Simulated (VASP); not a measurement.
# Si8N (a cell with a defect) in VASP: a series of runs, part 2 of 2

VASP 6.6.1. Earlier steps stand in the parts before.

## 4. Single point, LDA

The input, INCAR:

```
PREC = Accurate
ENCUT = 520
EDIFF = 1E-6
ISMEAR = 0
SIGMA = 0.15
LREAL = F
LASPH = T
NELM = 120
ALGO = Normal
ISIF = 2
LWAVE = F
LCHARG = F
GGA = CA
NBANDS = 28
GGA_COMPAT = F
```

The input, KPOINTS:

```
Automatic mesh
0
Gamma
  6 6 6
```

The input, POSCAR:

```
Si8N
1.0
    4.6579848274      2.6892887940      1.8598059153
   -4.6579848274      2.6892887940      1.8598059153
    0.0000000000     -5.3785775880      1.8598059153
Si N
8 1
Direct
    0.0230623328      0.7214165780      0.5253456073
    0.9769376672      0.2785834220      0.4746543927
    0.7155045384      0.7155045384      0.7155045384
    0.2785834220      0.4746543927      0.9769376672
    0.4746543927      0.9769376672      0.2785834220
    0.7214165780      0.5253456073      0.0230623328
    0.2844954616      0.2844954616      0.2844954616
    0.5253456073      0.0230623328      0.7214165780
   -0.0785834220      0.1253456073     -1.1769376672
```

Launch:

```console
cat potpaw_LDA.64/Si/POTCAR potpaw_LDA.64/N/POTCAR > POTCAR
mpirun -np 1 vasp_std > vasp.out
```

Wall time 9.6 min (1 thread of Oxide Virtual Turin-like, shared host); peak memory 0.39 GiB.

Results (log left out):

```yaml
Free_energy: -53.2188 eV
Pressure: 2.5 GPa
Largest_force: 1.654 eV/Å
Band_gap_on_the_k_mesh: zero (an odd number of electrons rules out a gap without spin polarisation)
```

Forces in eV/Å, atoms in the order of the input:
```
Si   0.200 -0.037 -0.602
Si   0.270  0.559  0.002
Si   0.386  0.522  1.143
Si  -0.415  0.130 -0.567
Si  -0.454  0.325 -0.417
Si  -0.152 -0.301 -0.017
Si  -0.048 -0.223 -0.832
Si  -0.366  0.556  1.052
N    0.579 -1.531  0.237
```

Stress tensor (GPa, compression positive):
```
 7.80  0.84 -1.78
 0.84  0.48 -4.05
-1.78 -4.05 -0.72
```

Levels at points of the mesh, in eV from the Fermi level:
```csv
k point,band 15,band 16,band 17,band 18,band 19,band 20,band 21,band 22,band 23,band 24
"(0.00, 0.00, 0.00)",-2.00,-1.45,-0.79,-0.53,0.01,1.12,2.42,3.19,3.66,4.17
"(0.50, 0.00, 0.00)",-1.77,-1.33,-1.27,-1.01,-0.29,0.87,1.20,2.18,2.35,2.95
"(0.00, 0.50, 0.00)",-2.25,-1.74,-1.35,-0.85,-0.19,1.24,1.63,2.04,2.17,2.75
"(0.00, 0.00, 0.50)",-1.86,-1.68,-1.15,-0.95,0.28,0.61,1.34,2.13,2.18,2.39
"(0.50, 0.50, 0.00)",-2.13,-1.53,-1.37,-0.66,-0.33,0.78,1.10,1.77,2.21,2.64
"(0.50, 0.00, 0.50)",-2.25,-2.06,-1.59,-1.00,-0.07,0.68,1.20,1.75,2.13,2.64
"(0.00, 0.50, 0.50)",-2.21,-1.55,-1.24,-0.62,-0.25,0.37,1.14,1.89,2.21,2.72
"(0.50, 0.50, 0.50)",-1.18,-0.84,-0.75,-0.18,0.39,0.57,1.70,2.70,2.77,2.98
```

Caveat: an odd number of electrons without spin polarisation forces a metal; a magnetic or distorted state may lie lower.

## 5. Single point, LDA

The input, INCAR:

```
ALGO = Normal ; EDIFF = 1E-6
ENCUT = 520 ; GGA = CA
GGA_COMPAT = False ; ISIF = 2
ISMEAR = -4 ; LASPH = True
LCHARG = True ; LELF = True
LREAL = False ; LVHAR = True
LWAVE = False ; NBANDS = 28
NELM = 120 ; PREC = Accurate
SIGMA = 0.15
```

The input, KPOINTS:

```
k-points
0
Gamma
  6 6 6
```

Edit POSCAR of step 4 so:

```diff
@@ -16,2 +16,2 @@
     0.5253456073      0.0230623328      0.7214165780
-   -0.0785834220      0.1253456073     -1.1769376672
+    0.7214165780      0.2253456073     -0.2769376672
```

Launch:

```console
cat potpaw_LDA.64/Si/POTCAR potpaw_LDA.64/N/POTCAR > POTCAR
mpirun -np 1 vasp_std > vasp.out
```

Wall time 10 min (1 thread of Oxide Virtual Turin-like, shared host); peak memory 0.4 GiB.

The run converged. Its results:

```yaml
Free_energy: -48.5682 eV
Pressure: 19.7 GPa
Largest_force: 33.615 eV/Å
Band_gap_on_the_k_mesh: zero (an odd number of electrons rules out a gap without spin polarisation)
```

Forces in eV/Å, atoms in the order of the input:
```
Si   -0.214   0.281   0.083
Si    0.514   0.114   0.042
Si   -0.152  -0.363  -0.126
Si    0.517  -0.057  -0.540
Si   -0.158   1.600  -0.194
Si   -0.269   1.192   0.758
Si   -0.151   0.117  -0.200
Si    2.668 -27.844 -18.642
N    -2.755  24.960  18.820
```

Stress tensor (GPa, compression positive):
```
 5.22 -3.91 -0.57
-3.91 35.82 25.12
-0.57 25.12 18.04
```

Levels at points of the mesh, in eV from the Fermi level:
```tsv
k point	band 16	band 17	band 18	band 19	band 20	band 21	band 22	band 23
(0.00, 0.00, 0.00)	-2.38	-1.11	0.11	0.39	1.24	1.80	1.87	3.92
(0.50, 0.00, 0.00)	-1.84	-1.31	-0.55	-0.36	0.73	1.21	1.41	2.04
(0.00, 0.50, 0.00)	-1.77	-1.39	-0.82	-0.01	0.34	0.93	1.57	2.11
(0.00, 0.00, 0.50)	-1.82	-1.48	-0.72	-0.21	0.75	1.51	1.75	2.04
(0.50, 0.50, 0.00)	-2.12	-1.66	-1.47	-0.07	0.64	1.53	1.71	2.04
(0.50, 0.00, 0.50)	-2.02	-1.28	-0.63	-0.17	0.33	0.98	1.88	2.02
(0.00, 0.50, 0.50)	-2.28	-1.73	-0.73	-0.27	0.82	1.21	1.46	1.81
(0.50, 0.50, 0.50)	-1.64	-1.17	-0.49	1.03	1.32	2.06	2.55	2.67
```

Caveat: an odd number of electrons without spin polarisation forces a metal; a magnetic or distorted state may lie lower; tetrahedron occupations give inexact forces and stress in metals.

## 6. Single point, LDA

The input, INCAR:

```
PREC = Accurate
ENCUT = 520
EDIFF = 1E-6
ISMEAR = 0
SIGMA = 0.15
LREAL = F
LASPH = T
NELM = 120
ALGO = Normal
ISIF = 2
LWAVE = F
LCHARG = F
NBANDS = 28
GGA_COMPAT = F
```

The input, KPOINTS:

```
Automatic mesh
0
Gamma
  6 6 6
```

Edit POSCAR of step 5 so:

```diff
@@ -16,2 +16,2 @@
     0.5253456073      0.0230623328      0.7214165780
-    0.7214165780      0.2253456073     -0.2769376672
+    0.0214165780      0.1253456073     -1.0769376672
```

Potentials or basis: VASP PAW LDA potentials, release 64 (Si, N).

Launch:

```console
cat potpaw_LDA.64/Si/POTCAR potpaw_LDA.64/N/POTCAR > POTCAR
mpirun -np 1 vasp_std > vasp.out
```

OUTCAR:

```text
PREC = Accurate
   ENCUT = 520
   EDIFF = 1E-6
   ISMEAR = 0
   LREAL = F
   LASPH = T
   NELM = 120
   ISIF = 2

 ion  position               nearest neighbor table
   1  0.023  0.721  0.525-   3 2.35   2 2.35   8 2.36   6 2.36
   2  0.977  0.279  0.475-   7 2.35   1 2.35   5 2.36   4 2.36
   3  0.716  0.716  0.716-   9 1.96   8 2.35   1 2.35   6 2.35   7 2.40
   4  0.279  0.475  0.977-   9 1.87   7 2.35   6 2.35   5 2.36   2 2.36
   5  0.475  0.977  0.279-   7 2.35   8 2.35   4 2.36   2 2.36
   6  0.721  0.525  0.023-   3 2.35   4 2.35   8 2.36   1 2.36
   7  0.284  0.284  0.284-   9 1.74   5 2.35   2 2.35   4 2.35   3 2.40
   8  0.525  0.023  0.721-   3 2.35   5 2.35   6 2.36   1 2.36   9 2.42
   9  0.021  0.125  0.923-   7 1.74   4 1.87   3 1.96   8 2.42

  LATTYP: Found a trigonal (rhomboedric) cell.
 ALAT       =     5.6910433940
 COS(alpha) =    -0.3398073026

  Lattice vectors:

 A1 = (   4.6579848274,   2.6892887940,   1.8598059153)
 A2 = (  -4.6579848274,   2.6892887940,   1.8598059153)
 A3 = (   0.0000000000,  -5.3785775880,   1.8598059153)

Analysis of symmetry for initial positions (statically):
=====================================================================
 Subroutine PRICEL returns:
 Original cell was already a primitive cell.

 Routine SETGRP: Setting up the symmetry group for a
 trigonal (rhombohedral) supercell.

 Subroutine GETGRP returns: Found  1 space group operations
 (whereof  1 operations were pure point group operations)
 out of a pool of 12 trial point group operations.

The static configuration has the point symmetry C_1 .

Analysis of symmetry for dynamics (positions and initial velocities):
=====================================================================
 Subroutine PRICEL returns:
 Original cell was already a primitive cell.

 Routine SETGRP: Setting up the symmetry group for a
 trigonal (rhombohedral) supercell.

[... 143 lines left out ...]
   GGA     = CA    functional components
   LHFCALC =     F    Hartree Fock is set to
   AEXX    =    0.0000 exact exchange contribution
   IVDW    =     0    specifies the selected vdW correction
   LEPSILON=     F    determine dielectric tensor
   LRPA    =     F    only Hartree local field effects (RPA)
 non-spin polarized calculation
 Gauss-broadening in eV      SIGMA  =   0.15
  energy-cutoff  :      520.00
  volume of cell :      139.78
 maximum number of plane-waves:      3786
   NGX = 21   NGY = 21   NGZ = 21

 number of electron      37.0000000 magnetization

 Free energy of the ion-electron system (eV)
  ---------------------------------------------------
  ext. energy  EPLUGINS =         0.00000000
  ---------------------------------------------------
  free energy    TOTEN  =       -54.22991829 eV

  energy without entropy =      -54.18433284  energy(sigma->0) =      -54.20712557

 E-fermi :   7.5932     XC(G=0): -10.5903

 val. band max:        7.5902050685   @ k =   0.1667  -0.3333  -0.3333
 cond. band min:       7.5935303305   @ k =   0.5000   0.3333  -0.1667
 fundamental gap:      0.0033252620
 Fermi energy:         7.5932251493

 k-point     1 :       0.0000    0.0000    0.0000
  band No.  band energies     occupation
      1      -8.8308      2.00000
      2      -4.0599      2.00000
      3      -1.9496      2.00000
      4      -0.4591      2.00000
      5      -0.1349      2.00000
      6       0.0029      2.00000
[... 733 lines left out ...]
     27      12.1961      0.00000
     28      12.3501      0.00000

 [... further k-points ...]

------------------------ aborting loop because EDIFF is reached ----------------------------------------

  FORCE on cell =-STRESS in cart. coord.  units (eV):
  Direction    XX          YY          ZZ          XY          YZ          ZX
  --------------------------------------------------------------------------------------
  -------------------------------------------------------------------------------------
  Total        5.5196443      4.1575686     -0.2589244     -0.5727714     -4.6608308      1.0405109
  in kB       63.2655503     47.6535890     -2.9677622     -6.5650425    -53.4219247     11.9262206
  external PRESSURE =      35.9837924 kB  Pullay stress =       0.0000000 kB

 VOLUME and BASIS-vectors are now :
 -----------------------------------------------------------------------------
  energy-cutoff  :      520.00
  volume of cell :      139.78
      direct lattice vectors                 reciprocal lattice vectors
     4.657984827  2.689288794  1.859805915     0.107342557  0.061974254  0.179230172
    -4.657984827  2.689288794  1.859805915    -0.107342557  0.061974254  0.179230172
     0.000000000 -5.378577588  1.859805915     0.000000000 -0.123948508  0.179230172

 POSITION                                       TOTAL-FORCE (eV/Angst)
 -----------------------------------------------------------------------------------
     -3.25292     -0.82349      2.36163         0.110482      0.326716     -0.417308
      3.25292      0.82349      3.21779         0.087829      0.156490      0.331645
      0.00000      0.00000      3.99210        -0.342461      0.599247      1.038057
     -0.91330     -3.22886      3.21779        -0.271430      0.708829     -1.635228
     -2.33963      2.40537      3.21779         0.102528     -0.113723      0.238736
      0.91330      3.22886      2.36163         0.140397     -0.193275     -0.095326
      0.00000      0.00000      1.58732         0.661574     -1.735952     -0.540138
      2.33963     -2.40537      2.36163        -0.158471     -0.124174      0.091271
     -0.48410     -4.57008      1.98967        -0.330449      0.375842      0.988291
 -----------------------------------------------------------------------------------
    total drift:                                0.000021      0.000014     -0.000070

  FREE ENERGIE OF THE ION-ELECTRON SYSTEM (eV)
  ---------------------------------------------------
  free  energy   TOTEN  =       -54.2299182926 eV

  energy  without entropy=      -54.1843328393  energy(sigma->0) =      -54.20712557
```

OSZICAR:

```text
N       E                     dE             d eps       ncg     rms          rms(c)
DAV:   1     0.860795620591E+02    0.86080E+02   -0.15025E+04  6272   0.111E+03
DAV:   2    -0.480710147244E+02   -0.13415E+03   -0.12858E+03  7716   0.175E+02
DAV:   3    -0.566672412658E+02   -0.85962E+01   -0.84489E+01  8152   0.423E+01
DAV:   4    -0.567963233590E+02   -0.12908E+00   -0.12875E+00  8004   0.607E+00
DAV:   5    -0.567980196384E+02   -0.16963E-02   -0.16959E-02  7892   0.713E-01    0.134E+01
DAV:   6    -0.544289610372E+02    0.23691E+01   -0.10512E+01  8456   0.223E+01    0.806E+00
DAV:   7    -0.543039902927E+02    0.12497E+00   -0.29203E+00  7012   0.883E+00    0.429E+00
DAV:   8    -0.542753333115E+02    0.28657E-01   -0.96904E-01  7228   0.474E+00    0.152E+00
DAV:   9    -0.542276425344E+02    0.47691E-01   -0.22345E-01  9348   0.281E+00    0.377E-01
DAV:  10    -0.542297528725E+02   -0.21103E-02   -0.38574E-02  7088   0.106E+00    0.186E-01
DAV:  11    -0.542299288154E+02   -0.17594E-03   -0.34156E-03  7332   0.301E-01    0.808E-02
DAV:  12    -0.542299196732E+02    0.91422E-05   -0.12368E-04  7652   0.557E-02    0.282E-02
DAV:  13    -0.542299193825E+02    0.29079E-06   -0.12896E-05  8476   0.190E-02    0.111E-02
DAV:  14    -0.542299181945E+02    0.11879E-05   -0.41303E-06  6648   0.116E-02    0.331E-03
DAV:  15    -0.542299182926E+02   -0.98054E-07   -0.14076E-06  4396   0.616E-03
   1 F= -.54229918E+02 E0= -.54207126E+02  d E =-.455855E-01
```

stdout:

```text
POSCAR found type information on POSCAR SiN
 POSCAR found :  2 types and       9 ions
 scaLAPACK will be used
 LDA part: xc-table for (Slater(with rela. corr.)+CA(PZ))
 , standard interpolation
 POSCAR, INCAR and KPOINTS ok, starting setup
 FFT: planning ... GRIDC
 FFT: planning ... GRID_SOFT
 FFT: planning ... GRID
 WAVECAR not read
 entering main loop
```

Run time: 10 min. Hardware: 1 thread of Oxide Virtual Turin-like, shared host; peak memory 0.39 GiB.

What came out:

- Free energy: -54.2299 eV
- Pressure: 3.6 GPa
- Largest force: 1.935 eV/Å
- Band gap on the k mesh: zero (an odd number of electrons rules out a gap without spin polarisation)

Forces in eV/Å, atoms in the order of the input:
```
Si   0.110  0.327 -0.417
Si   0.088  0.156  0.332
Si  -0.342  0.599  1.038
Si  -0.271  0.709 -1.635
Si   0.103 -0.114  0.239
Si   0.140 -0.193 -0.095
Si   0.662 -1.736 -0.540
Si  -0.158 -0.124  0.091
N   -0.330  0.376  0.988
```

Stress tensor (GPa, compression positive):
```
 6.33 -0.66  1.19
-0.66  4.77 -5.34
 1.19 -5.34 -0.30
```

Levels at points of the mesh, in eV from the Fermi level:
| k point | band 17 | band 18 | band 19 | band 20 | band 21 | band 22 |
| --- | --- | --- | --- | --- | --- | --- |
| (0.00, 0.00, 0.00) | -0.83 | -0.50 | 0.91 | 0.94 | 2.13 | 3.31 |
| (0.50, 0.00, 0.00) | -1.10 | -0.62 | 0.09 | 1.24 | 1.61 | 2.15 |
| (0.00, 0.50, 0.00) | -1.19 | -0.64 | -0.07 | 1.14 | 1.87 | 2.27 |
| (0.00, 0.00, 0.50) | -1.39 | -0.76 | 0.16 | 1.20 | 1.54 | 2.30 |
| (0.50, 0.50, 0.00) | -1.39 | -0.77 | -0.21 | 0.99 | 1.70 | 2.06 |
| (0.50, 0.00, 0.50) | -1.39 | -0.55 | -0.14 | 0.69 | 1.48 | 1.97 |
| (0.00, 0.50, 0.50) | -1.09 | -0.56 | -0.18 | 0.64 | 1.09 | 1.98 |
| (0.50, 0.50, 0.50) | -0.63 | -0.24 | 0.63 | 1.04 | 2.51 | 2.96 |

Caveat: an odd number of electrons without spin polarisation forces a metal; a magnetic or distorted state may lie lower.

## 7. The runs side by side

| cell | smearing | gap on the mesh (eV) | pressure (GPa) | largest force (eV/Å) |
| --- | --- | --- | --- | --- |
| as given, atomic positions A | gaussian 0.15 eV | none | 18.9 | 31.85 |
| as given, atomic positions B | gaussian 0.15 eV | none | 16.5 | 14.06 |
| as given, atomic positions C | gaussian 0.15 eV | none | 2.5 | 1.65 |
| as given, atomic positions D | tetrahedron | none | 19.7 | 33.61 |
| as given, atomic positions E | gaussian 0.15 eV | none | 3.6 | 1.93 |

Alike in all rows: task single point; level LDA; potentials or basis VASP PAW LDA potentials, release 64 (Si, N); no spin polarisation; k mesh 6 × 6 × 6; cutoff (eV) 520.

Caveats: an odd number of electrons without spin polarisation forces a metal; a magnetic or distorted state may lie lower; tetrahedron occupations give inexact forces and stress in metals (at least some runs).

Absolute energies hang on the potentials; compare differences alone.

The gap in the log of VASP goes by the Fermi energy; the results here count the filled bands.